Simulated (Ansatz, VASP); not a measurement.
## One calculation of CsSn2N3, two programs

```
Cs Sn N
1.0
     6.03598    0.00000    0.00000
    -3.01799    5.22731    0.00000
     0.00000    0.00000    3.67542
Cs Sn N
1 2 3
Direct
  0.00000 0.00000 0.00000
  0.33333 0.66667 0.00000
  0.66667 0.33333 0.00000
  0.50000 0.00000 0.50000
  0.50000 0.50000 0.50000
  0.00000 0.50000 0.50000
```

Alike in both runs: task relaxation of cell and atoms; functional PBE; k mesh 3 × 3 × 6; occupations gaussian, width 0.1 eV; no spin polarisation.

```csv
,VASP,Ansatz
version,VASP 6.6.1,Ansatz 0.2.0
potentials or method,"VASP PAW PBE potentials, release 64 (Cs_sv, Sn_d, N), cutoff 600 eV","scalar-relativistic, plane waves, PAW"
valence electrons in the cell,52,52
```

|  | VASP | Ansatz | Ansatz less VASP |
| --- | --- | --- | --- |
| gap on the k mesh at the Fermi level, each at its own relaxed structure (eV) | none | none | - |
| relaxed volume (Å³/atom) | 16.08 | 16.04 | -0.038 |
| relaxed cell length with the largest relative difference (Å) | 3.052 | 3.049 | -0.0026 |

A gap of «none» marks a metal or a gap that the smearing closes.

The k mesh is coarse, so the values compare programs but aren't converged. Neither program's run includes spin-orbit coupling. Noted on VASP's run: the volume moved by over 15 % at a fixed basis, so the end points are rough.
